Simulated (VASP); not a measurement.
Input of a VASP 6.6.1 run:

File POSCAR:

```
MnSi
1.0
    0.0000000000      2.5272246000      2.5272246000
    2.5272246000      0.0000000000      2.5272246000
    2.5272246000      2.5272246000      0.0000000000
Mn Si
1 1
Direct
    0.0000000000      0.0000000000      0.0000000000
    0.2500000000      0.2500000000      0.2500000000
```

Contents of INCAR.step1:

```
  PREC = Accurate
  ENCUT = 520
  EDIFF = 1E-5
  ISMEAR = -1
  SIGMA = 0.05
  LREAL = False
  LASPH = True
  NELM = 150
  ALGO = Normal
  ISIF = 2
  LWAVE = True
  LCHARG = False
  ISPIN = 2
  MAGMOM = 4 0
  LORBIT = 11
  LMAXMIX = 4
  GGA = PE
  NBANDS = 20
```

File INCAR.step2:

```
  PREC = Accurate
  ENCUT = 520
  EDIFF = 1E-6
  ISMEAR = -1
  SIGMA = 0.05
  LREAL = False
  LASPH = True
  NELM = 150
  ALGO = Normal
  ISIF = 2
  LWAVE = False
  LCHARG = False
  ISPIN = 2
  MAGMOM = 4 0
  LORBIT = 11
  LMAXMIX = 4
  METAGGA = R2SCAN
  LHFCALC = True
  AEXX = 0.5
  LMIXTAU = True
  PRECFOCK = Normal
  ISTART = 1
  NBANDS = 20
```

File KPOINTS:

```
Automatic mesh
0
Gamma
  5 5 5
```

Potentials or basis: VASP PAW PBE potentials, release 64 (Mn_pv, Si).

The run is started by

```console
$ cat potpaw_PBE.64/Mn_pv/POTCAR potpaw_PBE.64/Si/POTCAR > POTCAR
$ cp INCAR.step1 INCAR
$ mpirun -np 1 vasp_std > vasp.out
$ cp INCAR.step2 INCAR
$ mpirun -np 1 vasp_std > vasp.out
```

**Question.** Estimate the net moment.

**Answer.** 3.00 μB per cell.

**Question.** Estimate the pressure.

**Answer.** 42.0 GPa.

**Question.** Predict the site moments.

**Answer.** Mn +3.79; Si -0.56 μB.

Caveat: the k points lie up to 0.43 Å⁻¹ apart, too coarse for converged energies and pressures of a metal; the PAW data sets were made with another functional, which shifts forces and pressure a little.
